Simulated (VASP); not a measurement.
Wanted: the native input for a VASP 6.6.1 run.

| Property | Result |
| --- | --- |
| Task | single point |
| Functional | PBE |
| Potentials or basis | VASP PAW PBE potentials, release 64 (Ti_sv, Al) |
| Cutoff | 520 eV |
| k mesh | 15 × 15 × 6 |
| Occupations | gaussian, width 0.15 eV |
| Spin | no spin polarisation |
| Dipole correction | no |
| Further INCAR settings | ALGO = Fast; EDIFF = 1e-06; NBANDS = 28 |

The structure of Ti3Al lies in POSCAR:

```
Ti3Al
1.0
    2.9041494217      0.0000000000      0.0000000000
   -1.4520747109      2.5150671756      0.0000000000
    0.0000000000      0.0000000000      9.3949233792
Ti Al
3 1
Direct
    0.6666666667      0.3333333333      0.0000000000
    0.3333333333      0.6666666667      0.7396251305
    0.3333333333      0.6666666667      0.2603748695
    0.6666666667      0.3333333333      0.5000000000
```

This cell differs from its parent crystal: atoms shifted along a free coordinate, c/a of the conventional cell at fixed volume 3.2350.

The input as run:

INCAR

```
SYSTEM = Ti3Al
ALGO = Fast ; EDIFF = 1E-6
ENCUT = 520 ; GGA = PE
ISIF = 2 ; ISMEAR = 0
LASPH = .True. ; LCHARG = .False.
LREAL = .False. ; LWAVE = .False.
NBANDS = 28 ; NELM = 60
PREC = Accurate ; SIGMA = 0.15
```

KPOINTS

```
k-points
0
Gamma
  15 15 6
  0 0 0
```

Potentials or basis: VASP PAW PBE potentials, release 64 (Ti_sv, Al).

Command:

```sh
$ cat potpaw_PBE.64/Ti_sv/POTCAR potpaw_PBE.64/Al/POTCAR > POTCAR
$ mpirun -np 1 vasp_std > vasp.out
```

It gave:

* Pressure: -0.2 GPa
* Largest force: 0.646 eV/Å
* Band gap on the k mesh: zero (an odd number of electrons rules out a gap without spin polarisation)

Run time: 14 min on 1 thread of Intel(R) Xeon(R) Platinum 8375C CPU @ 2.90GHz (Ice Lake), on a shared host, peak memory 0.31 GiB.
